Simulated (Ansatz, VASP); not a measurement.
**Two plane-wave programs on TiO2**

```
Ti O
1.0
     6.07041   -1.85801    0.00000
     6.07041    1.85801    0.00000
    -1.90226    0.00000    6.24343
Ti O
4 8
Direct
  0.90007 0.90007 0.28960
  0.19529 0.19529 0.28376
  0.09993 0.09993 0.71040
  0.80471 0.80471 0.71624
  0.36193 0.36193 0.29340
  0.26349 0.26349 0.65250
  0.86719 0.86719 0.99529
  0.73651 0.73651 0.34750
  0.94165 0.94165 0.63002
  0.13281 0.13281 0.00471
  0.63807 0.63807 0.70660
  0.05835 0.05835 0.36998
```

Alike in both runs: task single point; functional RPBE; k mesh 8 × 8 × 4; occupations fermi-dirac, width 0.05 eV; no spin polarisation.

```csv
,VASP,Ansatz
version,VASP 6.6.1,Ansatz 0.2.0
potentials or method,"VASP PAW PBE potentials, release 64 (Ti_sv, O)",Ansatz PAW
plane-wave cutoff (eV),520,420
valence electrons in the cell,96,96
```

VASP gave:

* gap on the k mesh at the Fermi level (eV): 2.90
* least direct gap on the mesh (eV): 3.08
* pressure (GPa): 12.3
* traceless stress, the component that is largest in VASP (GPa): 0.43
* rms of the force components (eV/Å): 0.098

Question: Which values does Ansatz return?

Answer: gap on the k mesh at the Fermi level (eV): 2.93; least direct gap on the mesh (eV): 3.10; pressure (GPa): 11.8; traceless stress, the component that is largest in VASP (GPa): 0.42; rms of the force components (eV/Å): 0.087.

VASP's potentials were made for PBE, not for RPBE. Atom by atom the forces differ by 0.016 eV/Å (rms over components). With one functional, cell and mesh, what is left measures potentials, basis and numerics.
